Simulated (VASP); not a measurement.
# Ge (Fddd) in VASP: a series of runs

Ge is run at these levels: r2SCAN; tasks: single point.

Everything below comes from runs of VASP 6.6.1. Logs are shortened: lines on timing, memory, paths and dates and some standing lists are left out, and cuts for length are marked.

**1. The cell of the first run**

The structure is orthorhombic, space group Fddd (No. 70). The conventional cell has a = 5.601 Å, b = 5.658 Å, c = 5.714 Å, α = 90.00°, β = 90.00°, γ = 90.00°. Within 3.2 Å of Ge (site symmetry 222) lie 4 Ge at 2.45 Å.

**2. Single point, r2SCAN (strain -0.0100 x Voigt [1, -1, 0, 0, 0, 0])**

Input file POSCAR:

```
Ge
1.0
    0.0000000000      2.8570577000      2.8287700000
    2.8004823000      0.0000000000      2.8287700000
    2.8004823000      2.8570577000      0.0000000000
Ge
2
Direct
    0.5000000000      0.5000000000      0.5000000000
    0.7500000000      0.7500000000      0.7500000000
```

Input file INCAR.step1:

```
  PREC = Accurate
  ENCUT = 520
  ISMEAR = 0
  SIGMA = 0.05
  LREAL = False
  LASPH = True
  NELM = 80
  NBANDS = 21
  GGA = PE
  ALGO = Normal
  EDIFF = 1E-4
  LWAVE = True
  LCHARG = False
```

Input file INCAR.step2:

```
  PREC = Accurate
  ENCUT = 520
  EDIFF = 1E-6
  ISMEAR = 0
  SIGMA = 0.05
  LREAL = False
  LASPH = True
  NELM = 80
  ALGO = Normal
  ISIF = 2
  LWAVE = False
  LCHARG = False
  METAGGA = R2SCAN
  LMIXTAU = True
  NBANDS = 21
  ISTART = 1
```

Input file KPOINTS:

```
regular mesh
0
Gamma
  10 10 10
```

Potentials or basis: VASP PAW PBE potentials, release 64 (Ge_d).

Launch:

```bash
$ cat potpaw_PBE.64/Ge_d/POTCAR > POTCAR
$ cp INCAR.step1 INCAR
$ mpirun -np 1 vasp_std > vasp.out
$ cp INCAR.step2 INCAR
$ mpirun -np 1 vasp_std > vasp.out
```

OUTCAR:

```text
PREC = Accurate
   ENCUT = 520
   EDIFF = 1E-6
   ISMEAR = 0
   LREAL = False
   LASPH = True
   NELM = 80
   ISIF = 2
   METAGGA = R2SCAN
   ISTART = 1

 ion  position               nearest neighbor table
   1  0.500  0.500  0.500-   2 2.45   2 2.45   2 2.45   2 2.45
   2  0.750  0.750  0.750-   1 2.45   1 2.45   1 2.45   1 2.45

  LATTYP: Found a face centered orthorhombic cell.
 ALAT       =     5.6009646000
 B/A-ratio  =     1.0101010101
 C/A-ratio  =     1.0202020202

  Lattice vectors:

 A1 = (   0.0000000000,   2.8570577000,  -2.8287700000)
 A2 = (   2.8004823000,   2.8570577000,   0.0000000000)
 A3 = (   2.8004823000,   0.0000000000,  -2.8287700000)

Analysis of symmetry for initial positions (statically):
=====================================================================
 Subroutine PRICEL returns:
 Original cell was already a primitive cell.

 Routine SETGRP: Setting up the symmetry group for a
 face centered orthorhombic supercell.

 Subroutine GETGRP returns: Found  8 space group operations
 (whereof  4 operations were pure point group operations)
 out of a pool of  8 trial point group operations.

The static configuration has the point symmetry D_2 .
 The point group associated with its full space group is D_2h.

Analysis of symmetry for dynamics (positions and initial velocities):
=====================================================================
 Subroutine PRICEL returns:
 Original cell was already a primitive cell.

 Routine SETGRP: Setting up the symmetry group for a
 face centered orthorhombic supercell.

 Subroutine GETGRP returns: Found  8 space group operations
 (whereof  4 operations were pure point group operations)
 out of a pool of  8 trial point group operations.

The dynamic configuration has the point symmetry D_2 .
 The point group associated with its full space group is D_2h.

 Subroutine INISYM returns: Found  8 space group operations
 (whereof  4 operations are pure point group operations),
 and found     1 'primitive' translations

----------------------------------------------------------------------------------------

                                     Primitive cell

  volume of cell :      45.2668

  direct lattice vectors                    reciprocal lattice vectors
     0.000000000  2.857057700  2.828770000    -0.178540675  0.175005216  0.176755268
     2.800482300  0.000000000  2.828770000     0.178540675 -0.175005216  0.176755268
     2.800482300  2.857057700  0.000000000     0.178540675  0.175005216 -0.176755268

  length of vectors
     4.020537080  3.980532731  4.000684918     0.306179723  0.306179723  0.306179723

  position of ions in fractional coordinates (direct lattice)
     0.500000000  0.500000000  0.500000000
     0.750000000  0.750000000  0.750000000

  ion indices of the primitive-cell ions
   primitive index   ion index
                 1           1
                 2           2

----------------------------------------------------------------------------------------

 KPOINTS: regular mesh

Automatic generation of k-mesh.
 Grid dimensions read from file:
 generate k-points for:   10   10   10

 Generating k-lattice:

  Cartesian coordinates                     Fractional coordinates (reciprocal lattice)
    -0.017854067  0.017500522  0.017675527     0.100000000 -0.000000000 -0.000000000
     0.017854067 -0.017500522  0.017675527     0.000000000  0.100000000  0.000000000
     0.017854067  0.017500522 -0.017675527     0.000000000  0.000000000  0.100000000

  Length of vectors
     0.030617972  0.030617972  0.030617972

  Shift w.r.t. Gamma in fractional coordinates (k-lattice)
     0.000000000  0.000000000  0.000000000

 Subroutine IBZKPT returns following result:
 ===========================================

 Found    171 irreducible k-points:

 Following reciprocal coordinates:
            Coordinates               Weight
  0.000000  0.000000  0.000000      1.000000
  0.100000 -0.000000  0.000000      8.000000
  0.200000 -0.000000  0.000000      8.000000
  0.300000  0.000000  0.000000      8.000000
  0.400000 -0.000000 -0.000000      8.000000
  0.500000  0.000000  0.000000      4.000000
[... 16 lines left out ...]
  0.300000  0.300000  0.000000      2.000000
  0.400000  0.300000 -0.000000      8.000000
 [... further k-points ...]
   k-points           NKPTS =    171   k-points in BZ     NKDIM =    171   number of bands    NBANDS=     21
   number of dos      NEDOS =    301   number of ions     NIONS =      2
   total plane-waves  NPLWV =  27000
   dimension x,y,z NGX =    30 NGY =   30 NGZ =   30
   dimension x,y,z NGXF=    60 NGYF=   60 NGZF=   60
   ions per type =               2
   NGX,Y,Z   is equivalent  to a cutoff of  12.40, 12.53, 12.47 a.u.
   NGXF,Y,Z  is equivalent  to a cutoff of  24.81, 25.06, 24.93 a.u.
 SYSTEM =  unknown system
   PREC   = accura    normal or accurate (medium, high low for compatibility)
   ISTART =      1    job   : 0-new  1-cont  2-samecut
[... 29 lines left out ...]
   IVDW    =     0    specifies the selected vdW correction
   LEPSILON=     F    determine dielectric tensor
   LRPA    =     F    only Hartree local field effects (RPA)
 non-spin polarized calculation
 Gauss-broadening in eV      SIGMA  =   0.05
  energy-cutoff  :      520.00
  volume of cell :       45.27
 maximum number of plane-waves:      1251
 NGX is ok and might be reduce to    30
   NGX = 15   NGY = 15   NGZ = 15

 number of electron      28.0000024 magnetization

 Free energy of the ion-electron system (eV)
  ---------------------------------------------------
  ext. energy  EPLUGINS =         0.00000000
  ---------------------------------------------------
  free energy    TOTEN  =       -27.73907098 eV

  energy without entropy =      -27.73907098  energy(sigma->0) =      -27.73907098

 E-fermi :   5.0459     XC(G=0): -10.8208

 val. band max:        4.8850998571   @ k =   0.0000   0.0000   0.0000
 cond. band min:       5.2067835648   @ k =   0.0000   0.0000   0.0000
 fundamental gap:      0.3216837077
 Fermi energy:         5.0458888289

 k-point     1 :       0.0000    0.0000    0.0000
  band No.  band energies     occupation
      1     -20.6939      2.00000
      2     -20.6912      2.00000
      3     -20.6886      2.00000
      4     -20.6528      2.00000
      5     -20.6508      2.00000
      6     -20.4385      2.00000
[... 13 lines left out ...]
     20      14.5594      0.00000
     21      14.9121      0.00000

 k-point     2 :       0.1000   -0.0000    0.0000
  band No.  band energies     occupation
      1     -20.6988      2.00000
      2     -20.6959      2.00000
      3     -20.6892      2.00000
      4     -20.6442      2.00000
      5     -20.6426      2.00000
      6     -20.4437      2.00000
[... 13 lines left out ...]
     20      13.9109      0.00000
     21      14.1809      0.00000

 k-point     3 :       0.2000   -0.0000    0.0000
  band No.  band energies     occupation
      1     -20.7082      2.00000
      2     -20.7047      2.00000
      3     -20.6852      2.00000
      4     -20.6289      2.00000
      5     -20.6279      2.00000
      6     -20.4540      2.00000
[... 13 lines left out ...]
     20      13.5092      0.00000
     21      13.6442      0.00000

 k-point     4 :       0.3000    0.0000    0.0000
  band No.  band energies     occupation
      1     -20.7149      2.00000
      2     -20.7107      2.00000
      3     -20.6797      2.00000
      4     -20.6164      2.00000
      5     -20.6158      2.00000
      6     -20.4625      2.00000
[... 13 lines left out ...]
     20      13.9419      0.00000
     21      13.9616      0.00000

 k-point     5 :       0.4000   -0.0000   -0.0000
  band No.  band energies     occupation
      1     -20.7183      2.00000
      2     -20.7133      2.00000
      3     -20.6751      2.00000
      4     -20.6097      2.00000
      5     -20.6093      2.00000
      6     -20.4665      2.00000
[... 13 lines left out ...]
     20      15.1980      0.00000
     21      15.3061      0.00000
[... 382 lines left out ...]
     20      14.7341      0.00000
     21      16.8703      0.00000

 k-point    22 :      -0.2000    0.2000    0.0000
  band No.  band energies     occupation
      1     -20.7220      2.00000
      2     -20.7214      2.00000
      3     -20.6633      2.00000
      4     -20.6176      2.00000
      5     -20.5926      2.00000
      6     -20.4887      2.00000
[... 13 lines left out ...]
     20      15.3251      0.00000
     21      15.8625      0.00000

 k-point    23 :       0.3000    0.3000    0.0000
  band No.  band energies     occupation
      1     -20.7171      2.00000
      2     -20.7135      2.00000
      3     -20.6922      2.00000
      4     -20.6008      2.00000
      5     -20.5575      2.00000
      6     -20.5481      2.00000
[... 13 lines left out ...]
     20      16.3513      0.00000
     21      16.7265      0.00000

 k-point    24 :       0.4000    0.3000   -0.0000
  band No.  band energies     occupation
      1     -20.7264      2.00000
      2     -20.7197      2.00000
      3     -20.6749      2.00000
      4     -20.5847      2.00000
      5     -20.5665      2.00000
      6     -20.5395      2.00000
[... 13 lines left out ...]
     20      17.1138      0.00000
     21      17.2103      0.00000

 [... further k-points ...]
[... 5 lines left out ...]
  --------------------------------------------------------------------------------------
  -------------------------------------------------------------------------------------
  Total        0.4361208     -0.0355654      0.2094580      0.0000000      0.0000000      0.0000000
  in kB       15.4361098     -1.2588052      7.4135827      0.0000000      0.0000000      0.0000000
  external PRESSURE =       7.1969624 kB  Pullay stress =       0.0000000 kB

 VOLUME and BASIS-vectors are now :
 -----------------------------------------------------------------------------
  energy-cutoff  :      520.00
  volume of cell :       45.27
      direct lattice vectors                 reciprocal lattice vectors
     0.000000000  2.857057700  2.828770000    -0.178540675  0.175005216  0.176755268
     2.800482300  0.000000000  2.828770000     0.178540675 -0.175005216  0.176755268
     2.800482300  2.857057700  0.000000000     0.178540675  0.175005216 -0.176755268

 POSITION                                       TOTAL-FORCE (eV/Angst)
 -----------------------------------------------------------------------------------
      2.80048      2.85706      2.82877         0.000000     -0.000000     -0.000000
      4.20072      4.28559      4.24315        -0.000000      0.000000      0.000000
 -----------------------------------------------------------------------------------
    total drift:                                0.000000     -0.000000     -0.000000

  FREE ENERGIE OF THE ION-ELECTRON SYSTEM (eV)
  ---------------------------------------------------
  free  energy   TOTEN  =       -27.7390709808 eV

  energy  without entropy=      -27.7390709790  energy(sigma->0) =      -27.73907098
```

Run time: 3.5 min. Hardware: 1 thread of Intel Xeon 6975P-C (Granite Rapids), shared host; peak memory 0.25 GiB.

What came out:

```
Free energy            : -27.7391 eV
Pressure               : 0.7 GPa
Band gap on the k mesh : 0.32 eV
```

Levels at points of the mesh, in eV from the valence-band top:
```tsv
k point	band 11	band 12	band 13	band 14	band 15	band 16	band 17	band 18
(0.00, 0.00, 0.00)	-13.39	-0.16	-0.08	0.00	0.32	2.58	2.63	2.69
(0.50, 0.00, 0.00)	-11.19	-7.95	-1.65	-1.48	0.36	3.87	3.97	7.58
(0.50, 0.50, 0.00)	-9.30	-9.30	-3.31	-3.31	0.89	0.89	10.00	10.00
(0.50, 0.00, 0.50)	-9.35	-9.35	-3.23	-3.23	0.98	0.98	10.01	10.01
(0.00, 0.50, 0.50)	-9.25	-9.25	-3.38	-3.38	0.81	0.81	10.03	10.03
```

Caveat: the cell differs from its parent crystal (strain -0.0100 x Voigt [1, -1, 0, 0, 0, 0]); the PAW data sets were made with another functional, which shifts forces and pressure a little.

**3. Single point, r2SCAN (strain +0.0050 x Voigt [1, -1, 0, 0, 0, 0])**

Input file POSCAR:

```
Ge
1.0
    0.0000000000      2.8146261500      2.8287700000
    2.8429138500      0.0000000000      2.8287700000
    2.8429138500      2.8146261500      0.0000000000
Ge
2
Direct
    0.5000000000      0.5000000000      0.5000000000
    0.7500000000      0.7500000000      0.7500000000
```

Input file INCAR.step1:

```
SYSTEM = Ge
  ALGO = Normal
  EDIFF = 1E-4
  ENCUT = 520
  GGA = PE
  ISMEAR = 0
  LASPH = .TRUE.
  LCHARG = .FALSE.
  LREAL = .FALSE.
  LWAVE = .TRUE.
  NBANDS = 21
  NELM = 80
  PREC = Accurate
  SIGMA = 0.05
```

Input file INCAR.step2:

```
SYSTEM = Ge
  ALGO = Normal
  EDIFF = 1E-6
  ENCUT = 520
  ISIF = 2
  ISMEAR = 0
  ISTART = 1
  LASPH = .TRUE.
  LCHARG = .FALSE.
  LMIXTAU = .TRUE.
  LREAL = .FALSE.
  LWAVE = .FALSE.
  METAGGA = R2SCAN
  NBANDS = 21
  NELM = 80
  PREC = Accurate
  SIGMA = 0.05
```

Input file KPOINTS:

```
k-points
0
G
  10 10 10
  0 0 0
```

Potentials or basis: VASP PAW PBE potentials, release 64 (Ge_d).

Launch:

```bash
$ cat potpaw_PBE.64/Ge_d/POTCAR > POTCAR
$ cp INCAR.step1 INCAR
$ mpirun -np 1 vasp_std > vasp.out
$ cp INCAR.step2 INCAR
$ mpirun -np 1 vasp_std > vasp.out
```

Wall time 3.9 min (1 thread of Intel Xeon 6975P-C (Granite Rapids), shared host); peak memory 0.26 GiB.

Results (log left out):

```yaml
Free_energy: -27.7409 eV
Pressure: 0.7 GPa
Band_gap_on_the_k_mesh: 0.36 eV
```

Stress tensor (GPa, compression positive):
```
0.29 0.00 0.00
0.00 1.13 0.00
0.00 0.00 0.72
```

Levels at points of the mesh, in eV from the valence-band top:
| k point | band 11 | band 12 | band 13 | band 14 | band 15 | band 16 | band 17 | band 18 |
| --- | --- | --- | --- | --- | --- | --- | --- | --- |
| (0.00, 0.00, 0.00) | -13.35 | -0.08 | -0.04 | 0.00 | 0.36 | 2.65 | 2.67 | 2.70 |
| (0.50, 0.00, 0.00) | -11.15 | -7.91 | -1.57 | -1.48 | 0.40 | 3.93 | 3.98 | 7.62 |
| (0.50, 0.50, 0.00) | -9.26 | -9.26 | -3.27 | -3.27 | 0.93 | 0.93 | 10.06 | 10.06 |
| (0.50, 0.00, 0.50) | -9.23 | -9.23 | -3.30 | -3.30 | 0.89 | 0.89 | 10.07 | 10.07 |
| (0.00, 0.50, 0.50) | -9.28 | -9.28 | -3.23 | -3.23 | 0.98 | 0.98 | 10.06 | 10.06 |

Caveat: the cell differs from its parent crystal (strain +0.0050 x Voigt [1, -1, 0, 0, 0, 0]); the PAW data sets were made with another functional, which shifts forces and pressure a little.

**4. Single point, r2SCAN (strain +0.0075 x Voigt [1, -1, 0, 0, 0, 0])**

Input file POSCAR:

```
Ge
1.0
    0.0000000000      2.8075542250      2.8287700000
    2.8499857750      0.0000000000      2.8287700000
    2.8499857750      2.8075542250      0.0000000000
Ge
2
Direct
    0.5000000000      0.5000000000      0.5000000000
    0.7500000000      0.7500000000      0.7500000000
```

Input file INCAR.step1:

```
PREC = Accurate
ENCUT = 520
ISMEAR = 0
SIGMA = 0.05
LREAL = F
LASPH = T
NELM = 80
NBANDS = 21
GGA = PE
ALGO = Normal
EDIFF = 1E-4
LWAVE = T
LCHARG = F
```

Input file INCAR.step2:

```
PREC = Accurate
ENCUT = 520
EDIFF = 1E-7
ISMEAR = 0
SIGMA = 0.05
LREAL = F
LASPH = T
NELM = 80
ALGO = Normal
ISIF = 2
LWAVE = F
LCHARG = T
METAGGA = R2SCAN
LMIXTAU = T
LELF = T
LVHAR = T
NBANDS = 21
ISTART = 1
```

Input file KPOINTS:

```
Automatic mesh
0
Gamma
  10 10 10
```

Launch:

```bash
$ cat potpaw_PBE.64/Ge_d/POTCAR > POTCAR
$ cp INCAR.step1 INCAR
$ mpirun -np 1 vasp_std > vasp.out
$ cp INCAR.step2 INCAR
$ mpirun -np 1 vasp_std > vasp.out
```

Wall time 4.3 min (1 thread of Intel Xeon 6975P-C (Granite Rapids), shared host); peak memory 0.26 GiB.

The run converged. Its results:

- Free energy: -27.7401 eV
- Pressure: 0.7 GPa
- Band gap on the k mesh: 0.34 eV

Stress tensor (GPa, compression positive):
```
0.07 0.00 0.00
0.00 1.33 0.00
0.00 0.00 0.72
```

Levels at points of the mesh, in eV from the valence-band top:
```tsv
k point	band 12	band 13	band 14	band 15	band 16	band 17
(0.00, 0.00, 0.00)	-0.12	-0.06	0.00	0.34	2.61	2.65
(0.50, 0.00, 0.00)	-7.93	-1.61	-1.48	0.38	3.90	3.98
(0.50, 0.50, 0.00)	-9.28	-3.29	-3.29	0.91	0.91	10.03
(0.50, 0.00, 0.50)	-9.24	-3.34	-3.34	0.85	0.85	10.05
(0.00, 0.50, 0.50)	-9.32	-3.23	-3.23	0.98	0.98	10.04
```

Caveat: the cell differs from its parent crystal (strain +0.0075 x Voigt [1, -1, 0, 0, 0, 0]); the PAW data sets were made with another functional, which shifts forces and pressure a little. A k mesh can miss the band edges.

**5. Single point, r2SCAN (strain +0.0025 x Voigt [1, -1, 0, 0, 0, 0])**

Input file POSCAR:

```
Ge
1.0
    0.0000000000      2.8216980750      2.8287700000
    2.8358419250      0.0000000000      2.8287700000
    2.8358419250      2.8216980750      0.0000000000
Ge
2
Direct
    0.5000000000      0.5000000000      0.5000000000
    0.7500000000      0.7500000000      0.7500000000
```

Input file INCAR.step1:

```
PREC = Accurate ; ENCUT = 520
ISMEAR = 0 ; SIGMA = 0.05
LREAL = F ; LASPH = T
NELM = 60 ; NBANDS = 21
GGA = PE ; ALGO = Normal
EDIFF = 1E-4 ; LWAVE = T
LCHARG = F
```

Input file INCAR.step2:

```
PREC = Accurate ; ENCUT = 520
EDIFF = 1E-6 ; ISMEAR = 0
SIGMA = 0.05 ; LREAL = F
LASPH = T ; NELM = 60
ALGO = Normal ; ISIF = 2
LWAVE = F ; LCHARG = T
METAGGA = R2SCAN ; LMIXTAU = T
LELF = T ; LVHAR = T
NBANDS = 21 ; ISTART = 1
```

KPOINTS is that of step 4.

Launch:

```bash
$ cat potpaw_PBE.64/Ge_d/POTCAR > POTCAR
$ cp INCAR.step1 INCAR
$ mpirun -np 1 vasp_std > vasp.out
$ cp INCAR.step2 INCAR
$ mpirun -np 1 vasp_std > vasp.out
```

Wall time 3.8 min (1 thread of Intel Xeon 6975P-C (Granite Rapids), shared host); peak memory 0.25 GiB.

The run converged. Its results:

```
Free energy            : -27.7413 eV
Pressure               : 0.7 GPa
Band gap on the k mesh : 0.38 eV
```

Stress tensor (GPa, compression positive):
```
0.50 0.00 0.00
0.00 0.92 0.00
0.00 0.00 0.71
```

Levels at points of the mesh, in eV from the valence-band top:
```csv
k point,band 12,band 13,band 14,band 15,band 16,band 17
"(0.00, 0.00, 0.00)",-0.04,-0.02,0.00,0.38,2.68,2.69
"(0.50, 0.00, 0.00)",-7.89,-1.53,-1.48,0.42,3.96,3.99
"(0.50, 0.50, 0.00)",-9.24,-3.25,-3.25,0.95,0.95,10.08
"(0.50, 0.00, 0.50)",-9.23,-3.27,-3.27,0.93,0.93,10.09
"(0.00, 0.50, 0.50)",-9.25,-3.23,-3.23,0.97,0.97,10.08
```

Caveat: the cell differs from its parent crystal (strain +0.0025 x Voigt [1, -1, 0, 0, 0, 0]); the PAW data sets were made with another functional, which shifts forces and pressure a little. A k mesh can miss the band edges.

**6. Summary**

```tsv
cell	gap on the mesh (eV)	pressure (GPa)
a = 4.021, b = 3.981, c = 4.001 Å, angles 60.5, 59.5, 60.0°, 2 atoms	0.32	0.7
a = 3.990, b = 4.010, c = 4.001 Å, angles 59.8, 60.2, 60.0°, 2 atoms	0.36	0.7
a = 3.986, b = 4.016, c = 4.001 Å, angles 59.6, 60.4, 60.0°, 2 atoms	0.34	0.7
a = 3.995, b = 4.005, c = 4.000 Å, angles 59.9, 60.1, 60.0°, 2 atoms	0.38	0.7
```

Alike in all rows: task single point; level r2SCAN; potentials or basis VASP PAW PBE potentials, release 64 (Ge_d); no spin polarisation; k mesh 10 × 10 × 10; cutoff (eV) 520; smearing gaussian 0.05 eV.

Caveats: the PAW data sets were made with another functional, which shifts forces and pressure a little.

Total energies depend on the potentials used, so only differences within one code and one set of settings carry meaning.
